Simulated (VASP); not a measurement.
# NaMg5Cl11 in VASP: notebook

NaMg5Cl11 is run at these levels: PBE; tasks: single point.

All numbers are computed with VASP 6.6.1; they aren't measurements. Logs are shortened: lines on timing, memory, paths and dates and some standing lists are left out, and cuts for length are marked.

**1. The cell of the first run**

The cell holds a disordered packing, 17 atoms: a = 7.339 Å, b = 7.493 Å, c = 8.059 Å, α = 92.73°, β = 92.60°, γ = 91.54°.

**2. Single point, PBE**

File INCAR:

```
  PREC = Accurate
  ENCUT = 520
  EDIFF = 1E-6
  ISMEAR = -1
  SIGMA = 0.1379
  LREAL = False
  LASPH = True
  NELM = 120
  ALGO = Normal
  ISIF = 2
  LWAVE = False
  LCHARG = False
  GGA = PE
  ISYM = 0
  NBANDS = 61
  GGA_COMPAT = False
```

File KPOINTS:

```
Automatic mesh
0
Gamma
  1 1 1
```

File POSCAR:

```
NaMg5Cl11
1.0
    7.3358240000     -0.1022000000     -0.1754900000
   -0.1022000000      7.4901820000     -0.1860490000
   -0.1754900000     -0.1860490000      8.0546370000
Na Cl Mg
1 11 5
Direct
    0.5570126996      0.0617293406      0.7034668155
    0.8060045873      0.3285038383      0.8365531005
    0.1177523507      0.5004692145      0.0990288149
    0.5275431954      0.3093756703      0.0564752439
    0.9709016392      1.1060496423      0.4521925642
    0.8142221716      0.7390552726      0.7124628141
    0.1494905836      0.4632308525      0.5659662551
    0.6727670702      0.7048807349      0.2719186785
    0.5862476193      0.3623751740      0.4658477016
    0.3201110333      0.9376156499      0.5068316225
    0.9108825905      0.0456012019      1.0770125139
    0.3375279767      0.8656564613     -0.0473204064
    0.8772479250      0.4015651928      0.5904177980
    0.2368424255      0.1307983646      1.0303536189
    0.8214321855      0.6232317380      0.9756718740
    0.7429692658      0.1982819308      0.2672537361
    0.3017579690      0.6518764086      0.3648731110
```

Potentials or basis: VASP PAW PBE potentials, release 64 (Na_pv, Cl, Mg).

On the command line:

```console
> cat potpaw_PBE.64/Na_pv/POTCAR potpaw_PBE.64/Cl/POTCAR potpaw_PBE.64/Mg/POTCAR > POTCAR
> mpirun -np 1 vasp_gam > vasp.out
```

OUTCAR:

```text
PREC = Accurate
   ENCUT = 520
   EDIFF = 1E-6
   ISMEAR = -1
   LREAL = False
   LASPH = True
   NELM = 120
   ISIF = 2
   GGA = PE
   ISYM = 0

 ion  position               nearest neighbor table
   1  0.557  0.062  0.703-  10 2.43
   2  0.806  0.329  0.837-  13 2.17  15 2.43
   3  0.118  0.500  0.099-  15 2.56  17 2.67  14 2.96
   4  0.528  0.309  0.056-  16 2.46  14 2.48
   5  0.971  0.106  0.452-  16 2.33  13 2.56
   6  0.814  0.739  0.712-  15 2.33  13 2.73
   7  0.149  0.463  0.566-  13 2.06  17 2.48
   8  0.673  0.705  0.272-  15 2.72  17 2.88
   9  0.586  0.362  0.466-  13 2.32  16 2.33  17 3.16
  10  0.320  0.938  0.507-  17 2.38   1 2.43
  11  0.911  0.046  0.077-  16 2.29  14 2.51
  12  0.338  0.866  0.953-  14 2.21
  13  0.877  0.402  0.590-   7 2.06   2 2.17   9 2.32   5 2.56   6 2.73  16 3.06  15 3.50
  14  0.237  0.131  0.030-  12 2.21   4 2.48  11 2.51   3 2.96
  15  0.821  0.623  0.976-   6 2.33   2 2.43   3 2.56   8 2.72  13 3.50
  16  0.743  0.198  0.267-  11 2.29   5 2.33   9 2.33   4 2.46  13 3.06
  17  0.302  0.652  0.365-  10 2.38   7 2.48   3 2.67   8 2.88   9 3.16

IMPORTANT INFORMATION: All symmetrisations will be switched off!
NOSYMM: (Re-)initialisation of all symmetry stuff for point group C_1.

----------------------------------------------------------------------------------------

                                     Primitive cell

  volume of cell :     442.0000

  direct lattice vectors                    reciprocal lattice vectors
     7.335824000 -0.102200000 -0.175490000     0.136416485  0.001936275  0.003016892
    -0.102200000  7.490182000 -0.186049000     0.001936275  0.133612231  0.003128411
    -0.175490000 -0.186049000  8.054637000     0.003016892  0.003128411  0.124290079

  length of vectors
     7.338634433  7.493189272  8.058696431     0.136463578  0.133662876  0.124366042

  position of ions in fractional coordinates (direct lattice)
     0.557012700  0.061729341  0.703466816
     0.806004587  0.328503838  0.836553100
     0.117752351  0.500469215  0.099028815
     0.527543195  0.309375670  0.056475244
     0.970901639  0.106049642  0.452192564
     0.814222172  0.739055273  0.712462814
[... 9 lines left out ...]
     0.742969266  0.198281931  0.267253736
     0.301757969  0.651876409  0.364873111

  ion indices of the primitive-cell ions
   primitive index   ion index
                 1           1
                 2           2
                 3           3
                 4           4
                 5           5
                 6           6
[... 9 lines left out ...]
                16          16
                17          17

----------------------------------------------------------------------------------------

[... 53 lines left out ...]
   POTIM  = 0.5000    time-step for ionic-motion
   TEBEG  =    0.0;   TEEND  =   0.0 temperature during run
   PSTRESS=    0.0 pullay stress
   NELECT =      94.0000    total number of electrons
   NUPDOWN=      -1.0000    fix difference up-down
   EMIN   =  10.00;   EMAX   =-10.00  energy-range for DOS
   EFERMI =   0.00;   METHOD = LEGACY
   ISMEAR =    -1;   SIGMA  =   0.14  broadening in eV -4-tet -1-fermi 0-gaus
   EFERMI_NEDOS =   21; number of points for ismear=-14 and -15
   IALGO  =     38    algorithm
   IMIX   =      4    mixing-type and parameters
     AMIX     =   0.40;   BMIX     =  1.00
     AMIX_MAG =   1.60;   BMIX_MAG =  1.00
  volume/ion in A,a.u.               =      26.00       175.46
  Fermi-wavevector in a.u.,A,eV,Ry     =   0.977185  1.846612 12.992069  0.954890
  Thomas-Fermi vector in A             =   2.107862
   LORBIT       =      0    0 simple, 1 ext, 2 COOP (PROOUT), +10 PAW based schemes
   GGA     = PE    functional components
   LHFCALC =     F    Hartree Fock is set to
   AEXX    =    0.0000 exact exchange contribution
   IVDW    =     0    specifies the selected vdW correction
   LEPSILON=     F    determine dielectric tensor
   LRPA    =     F    only Hartree local field effects (RPA)
 non-spin polarized calculation
  energy-cutoff  :      520.00
  volume of cell :      442.00
 maximum number of plane-waves:      5943
 NGX is ok and might be reduce to    54
   NGX = 27   NGY = 27   NGZ = 29

 number of electron      93.9999991 magnetization

 Free energy of the ion-electron system (eV)
  ---------------------------------------------------
  ext. energy  EPLUGINS =         0.00000000
  ---------------------------------------------------
  free energy    TOTEN  =       -53.37169410 eV

  energy without entropy =      -53.37162057  energy(sigma->0) =      -53.37165733

 E-fermi :   1.6160     XC(G=0):  -7.7231

 val. band max:       -0.0765662884   @ k =   0.0000   0.0000   0.0000
 cond. band min:       3.2023579239   @ k =   0.0000   0.0000   0.0000
 fundamental gap:      3.2789242124
 Fermi energy:         1.6160368689

 k-point     1 :       0.0000    0.0000    0.0000
  band No.  band energies     occupation
      1     -22.0915      2.00000
      2     -22.0660      2.00000
      3     -22.0540      2.00000
      4     -14.6122      2.00000
      5     -14.1985      2.00000
      6     -13.9116      2.00000
[... 51 lines left out ...]
     58       7.3964      0.00000
     59       7.4634      0.00000
 [bands above 59 left out]

------------------------ aborting loop because EDIFF is reached ----------------------------------------

  FORCE on cell =-STRESS in cart. coord.  units (eV):
  Direction    XX          YY          ZZ          XY          YZ          ZX
  --------------------------------------------------------------------------------------
  -------------------------------------------------------------------------------------
  Total        9.1972416      3.9190043     11.6062735      2.3306142     -2.1999793     -0.2725856
  in kB       33.3384907     14.2057469     42.0708355      8.4480938     -7.9745639     -0.9880782
  external PRESSURE =      29.8716910 kB  Pullay stress =       0.0000000 kB

 VOLUME and BASIS-vectors are now :
 -----------------------------------------------------------------------------
  energy-cutoff  :      520.00
  volume of cell :      442.00
      direct lattice vectors                 reciprocal lattice vectors
     7.335824000 -0.102200000 -0.175490000     0.136416485  0.001936275  0.003016892
    -0.102200000  7.490182000 -0.186049000     0.001936275  0.133612231  0.003128411
    -0.175490000 -0.186049000  8.054637000     0.003016892  0.003128411  0.124290079

 POSITION                                       TOTAL-FORCE (eV/Angst)
 -----------------------------------------------------------------------------------
      3.95639      0.27456      5.55693         0.605280     -0.130939      0.467515
      5.73233      2.22254      6.53557         0.369883     -0.372938      0.626736
      0.79528      3.71815      0.68386         0.080447      0.267809      0.705381
      3.82843      2.25286      0.30475        -1.502459     -0.620183      0.659361
      7.03217      0.61097      3.45213        -1.381338      0.595727      0.475741
      5.77243      5.31989      5.45824        -0.101218      0.095462      0.229549
[... 9 lines left out ...]
      5.38313      1.35951      1.98536        -0.238091     -0.429534     -0.226869
      2.08299      4.78395      2.76468         0.400196      0.091789     -0.010192
 -----------------------------------------------------------------------------------
    total drift:                               -0.000342     -0.000464     -0.000178

  FREE ENERGIE OF THE ION-ELECTRON SYSTEM (eV)
  ---------------------------------------------------
  free  energy   TOTEN  =       -53.3716940951 eV

  energy  without entropy=      -53.3716205650  energy(sigma->0) =      -53.37165733
```

It took 48 s on 1 thread of Intel Xeon 8259CL, shared host; peak memory 0.41 GiB.

Results:

| Item | Value |
| --- | --- |
| Free energy | -53.3717 eV |
| Pressure | 3.0 GPa |
| Largest force | 4.254 eV/Å |

Forces in eV/Å, atoms in the order of the input:
```
Na   0.605 -0.131  0.468
Cl   0.370 -0.373  0.627
Cl   0.080  0.268  0.705
Cl  -1.502 -0.620  0.659
Cl  -1.381  0.596  0.476
Cl  -0.101  0.095  0.230
Cl   3.875  1.653 -0.585
Cl  -0.114  0.037 -1.034
Cl  -0.671 -0.341  0.134
Cl   0.174 -1.117 -0.938
Cl   0.899 -0.758 -0.946
Cl   0.275 -0.144 -0.245
Mg  -2.025  0.139 -0.634
Mg  -0.573  0.718  0.607
Mg  -0.072  0.314  0.713
Mg  -0.238 -0.430 -0.227
Mg   0.400  0.092 -0.010
```

Caveat: the k points lie up to 0.86 Å⁻¹ apart; the atoms stand as in a frame of molecular dynamics.

**3. Single point, PBE**

File INCAR:

```
PREC     = Accurate       # precision mode
ENCUT    = 520            # plane-wave cutoff, eV
EDIFF    = 1E-6           # SCF threshold, eV
ISMEAR   = -1             # smearing method
SIGMA    = 0.1379         # smearing width, eV
LREAL    = False          # projectors in reciprocal space
LASPH    = True           # aspherical terms in the spheres
NELM     = 120            # most SCF steps
ALGO     = Normal         # electronic algorithm
ISIF     = 2              # what is computed and relaxed
LWAVE    = False          # write WAVECAR
LCHARG   = False          # write CHGCAR
GGA      = PE             # functional
NBANDS   = 61             # bands
ISYM     = 0            
GGA_COMPAT= False
```

File KPOINTS:

```
regular mesh
0
Gamma
  1 1 1
```

File POSCAR:

```
NaMg5Cl11
1.0
    7.3358240000     -0.1022000000     -0.1754900000
   -0.1022000000      7.4901820000     -0.1860490000
   -0.1754900000     -0.1860490000      8.0546370000
Na Cl Mg
1 11 5
Direct
    0.5700988178      0.0671335539      0.6792212699
    0.7270982489      0.3472684872      0.9083990286
    0.1405134847      0.4785632570      0.1643514074
    0.4653225262      0.2358346492      0.2100225312
    0.9106003048      1.0711927041      0.5088818502
    0.7782110281      0.7579653860      0.7332558817
    0.2247151658      0.3487459133      0.6356092885
    0.6671242959      0.7119970359      0.2329723834
    0.6662099087      0.4253214374      0.4894910602
    0.2273544497      0.8810610217      0.4054350251
    0.9367352858      0.0342977152      1.0939310773
    0.3671923782      0.9420208342     -0.0954348874
    0.9190234909      0.3327389830      0.6899974744
    0.2439916916      0.0539587241      1.1633855217
    0.9284322348      0.6663406798      1.0787706001
    0.7223226590      0.0904959906      0.2582495142
    0.3959377327      0.5997074468      0.4196103541
```

Potentials or basis: VASP PAW PBE potentials, release 64 (Na_pv, Cl, Mg).

On the command line:

```console
> cat potpaw_PBE.64/Na_pv/POTCAR potpaw_PBE.64/Cl/POTCAR potpaw_PBE.64/Mg/POTCAR > POTCAR
> mpirun -np 1 vasp_gam > vasp.out
```

Wall time 54 s (1 thread of Intel Xeon 8259CL, shared host); peak memory 0.41 GiB.

Results (log left out):

```
Free energy   : -53.3104 eV
Pressure      : 2.6 GPa
Largest force : 2.382 eV/Å
```

Forces on the atoms (eV/Å):
```
Na  -0.077 -0.054  0.220
Cl   0.368  0.127  0.233
Cl   0.452  0.098  0.360
Cl   0.978  1.589  0.148
Cl  -1.230  0.201 -0.091
Cl   0.555 -0.216  1.116
Cl   0.590  0.892 -0.083
Cl  -0.456  0.919 -0.051
Cl   0.041 -0.169  0.410
Cl   1.201 -1.043 -0.010
Cl   1.245 -0.869 -1.836
Cl  -0.702 -0.208  0.636
Mg  -0.280  0.677 -0.554
Mg  -0.859 -1.702 -0.976
Mg  -1.356  0.471 -1.232
Mg  -0.511 -0.247  1.747
Mg   0.042 -0.468 -0.037
```

Stress tensor (GPa, compression positive):
```
 3.79  1.45 -0.56
 1.45  2.15  1.01
-0.56  1.01  1.77
```

Levels at points of the mesh, in eV from the Fermi level:
```tsv
k point	band 43	band 44	band 45	band 46	band 47	band 48	band 49	band 50	band 51	band 52
(0.00, 0.00, 0.00)	-2.37	-2.28	-1.98	-1.46	-1.18	1.17	2.77	3.20	3.58	3.75
```

Caveat: the k points lie up to 0.86 Å⁻¹ apart; the atoms stand as in a frame of molecular dynamics.

(Part 1 of 2 ends here.)
